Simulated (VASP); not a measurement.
Input of a VASP 6.6.1 run:

The input POSCAR:

```
P
1.0
    1.7257251780      0.9963478961      3.2235704125
   -1.7257251780      0.9963478961      3.2235704125
    0.0000000000     -1.9926957921      3.2235704125
P
2
Direct
    0.2270802500      0.2270802500      0.2270802500
    0.7729197500      0.7729197500      0.7729197500
```

The input INCAR.step1:

```
PREC     = Accurate       # precision mode
ENCUT    = 520            # plane-wave cutoff, eV
ISMEAR   = 0              # smearing method
SIGMA    = 0.15           # smearing width, eV
LREAL    = False          # projectors in reciprocal space
LASPH    = True           # aspherical terms in the spheres
NELM     = 60             # most SCF steps
NBANDS   = 12             # bands
GGA      = PE             # functional
ALGO     = Normal         # electronic algorithm
EDIFF    = 1E-4           # SCF threshold, eV
LWAVE    = True           # write WAVECAR
LCHARG   = False          # write CHGCAR
```

Contents of INCAR.step2:

```
PREC     = Accurate       # precision mode
ENCUT    = 520            # plane-wave cutoff, eV
EDIFF    = 1E-7           # SCF threshold, eV
ISMEAR   = 0              # smearing method
SIGMA    = 0.15           # smearing width, eV
LREAL    = False          # projectors in reciprocal space
LASPH    = True           # aspherical terms in the spheres
NELM     = 60             # most SCF steps
ALGO     = Normal         # electronic algorithm
ISIF     = 2              # what is computed and relaxed
LWAVE    = False          # write WAVECAR
LCHARG   = False          # write CHGCAR
METAGGA  = R2SCAN         # meta-GGA
LMIXTAU  = True         
NBANDS   = 12             # bands
ISTART   = 1
```

Contents of KPOINTS:

```
regular mesh
0
Gamma
  18 18 18
```

Potentials or basis: VASP PAW PBE potentials, release 64 (P).

Run with:

```bash
$ cat potpaw_PBE.64/P/POTCAR > POTCAR
$ cp INCAR.step1 INCAR
$ mpirun -np 1 vasp_std > vasp.out
$ cp INCAR.step2 INCAR
$ mpirun -np 1 vasp_std > vasp.out
```

(1) Estimate the band gap on the k mesh.

(2) What does it give for the pressure?

(3) What does it give for the largest force?

## Answers

(1) zero (bands 5 and 6 overlap by 0.85 eV).

(2) -1.9 GPa.

(3) 0.326 eV/Å.

Caveat: the cell differs from its parent crystal (strain +0.000 along x and y, +0.030 along z); the PAW data sets were made with another functional, which shifts forces and pressure a little.
